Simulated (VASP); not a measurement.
Here is a VASP 6.6.1 calculation.

The input INCAR:

```
PREC = Accurate ; ENCUT = 520
EDIFF = 1E-6 ; ISMEAR = 0
SIGMA = 0.02 ; LREAL = Auto
LASPH = T ; NELM = 80
ALGO = Normal ; ISIF = 2
LWAVE = F ; LCHARG = F
GGA = PE ; NBANDS = 48
```

The input KPOINTS:

```
Automatic mesh
0
Gamma
  2 2 2
```

POSCAR

```
Si
1.0
    0.0000000000      5.4300000000      5.4300000000
    5.4300000000      0.0000000000      5.4300000000
    5.4300000000      5.4300000000      0.0000000000
Si
17
Direct
    0.0143393186      0.0149483425     -0.0440041436
    0.1175139963      0.1179532228      0.1174996317
   -0.0031022099     -0.0025561694      0.4952348066
    0.1387545120      0.1394156538      0.5827202578
   -0.0177399632      0.5064504604      0.0049784530
    0.1175662063      0.6472590239      0.1173914365
   -0.0031035912      0.5107442910      0.4951395028
    0.1154000921      0.6257643646      0.6332947514
    0.5059339779     -0.0171951197      0.0050013812
    0.6466523941      0.1180522099      0.1174630755
    0.5100763352     -0.0025258748      0.4951956722
    0.6252020258      0.1159366483      0.6333005525
    0.5060169429      0.5064804788      0.0049395948
    0.6136699816      0.6142068140      0.1581465930
    0.4889615101      0.4895020258      0.5322128913
    0.6252046041      0.6257845304      0.6332465930
    0.2736173112      0.2743390424      1.1779845304
```

Potentials or basis: VASP PAW PBE potentials, release 64 (Si).

Command:

```bash
$ cat potpaw_PBE.64/Si/POTCAR > POTCAR
$ mpirun -np 1 vasp_std > vasp.out
```

**Question.** Predict the band gap on the k mesh.

**Answer.** Zero (band 34 reaches 6.87 eV, above the bottom of band 35 at 6.76 eV).

**Question.** What does it give for the largest force?

**Answer.** 0.574 eV/Å.

**Question.** Predict the pressure.

**Answer.** 4.9 GPa.

Stress tensor (GPa, compression positive):
```
 4.91 -0.49  0.49
-0.49  4.92  0.49
 0.49  0.49  4.91
```

Caveat: the k points lie up to 0.50 Å⁻¹ apart.
